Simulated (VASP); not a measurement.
A run of VASP 6.6.1 is set up as follows.

Contents of INCAR:

```
PREC = Accurate
ENCUT = 520
EDIFF = 1E-6
ISMEAR = -1
SIGMA = 0.05
LREAL = False
LASPH = True
NELM = 60
ALGO = Normal
ISIF = 2
LWAVE = False
LCHARG = False
GGA = PS
NBANDS = 10
```

KPOINTS

```
Automatic mesh
0
Gamma
  17 17 9
```

POSCAR

```
Al
1.0
    2.2621460631      0.0000000000      0.0000000000
   -1.1310730316      1.9590759577      0.0000000000
    0.0000000000      0.0000000000      3.6800825271
Al
2
Direct
    0.3333333333      0.6666666667      0.2500000000
    0.6666666667      0.3333333333      0.7500000000
```

Potentials or basis: VASP PAW PBE potentials, release 64 (Al).

Command:

```sh
$ cat potpaw_PBE.64/Al/POTCAR > POTCAR
$ mpirun -np 1 vasp_std > vasp.out
```

Problem. What does it give for the band gap on the k mesh?

Solution. Zero (band 3 reaches 22.05 eV, above the bottom of band 4 at 13.75 eV).

Problem. Predict the pressure.

Solution. 231.1 GPa.

Stress tensor (GPa, compression positive):
```
231.19   0.00   0.00
  0.00 231.19   0.00
  0.00   0.00 230.96
```

Caveat: the PAW data sets were made with another functional, which shifts forces and pressure a little.
